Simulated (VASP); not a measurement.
Input of a VASP 6.6.1 run:

The input INCAR:

```
  ALGO = Fast
  EDIFF = 1E-6
  ENCUT = 520
  GGA = PE
  ISIF = 2
  ISMEAR = 0
  LASPH = T
  LCHARG = F
  LREAL = F
  LWAVE = F
  NBANDS = 49
  NELM = 100
  PREC = Accurate
  SIGMA = 0.1
```

The input KPOINTS:

```
k-points
0
Gamma
  7 6 7
```

The input POSCAR:

```
Ti3Al
1.0
    4.5772540000     -0.0021890000      0.0048540000
    0.0031780000      6.0426130000      0.0099970000
   -0.0053610000     -0.0085050000      4.8642190000
Ti Al
6 2
Direct
    0.7431355529      0.3659325243      0.2628546437
    0.7430824163      0.1108935999      0.7658341473
    0.2431154189      0.1108967331      0.1286276650
    0.2431561033      0.6209656496      0.1286127637
    0.2431032985      0.3659270017      0.6315917903
    0.7431234679      0.6209629462      0.7658182542
    0.2431115236      0.8659405441      0.6170537003
    0.7431267614      0.8659187388      0.2773928469
```

Potentials or basis: VASP PAW PBE potentials, release 64 (Ti_sv, Al).

The run is started by

```bash
$ cat potpaw_PBE.64/Ti_sv/POTCAR potpaw_PBE.64/Al/POTCAR > POTCAR
$ mpirun -np 1 vasp_std > vasp.out
```

(1) Predict the band gap on the k mesh.

(2) Estimate the largest force.

(3) Estimate the pressure.

## Answers

(1) zero (bands 39 and 40 overlap by 0.38 eV).

(2) 0.123 eV/Å.

(3) -0.1 GPa.
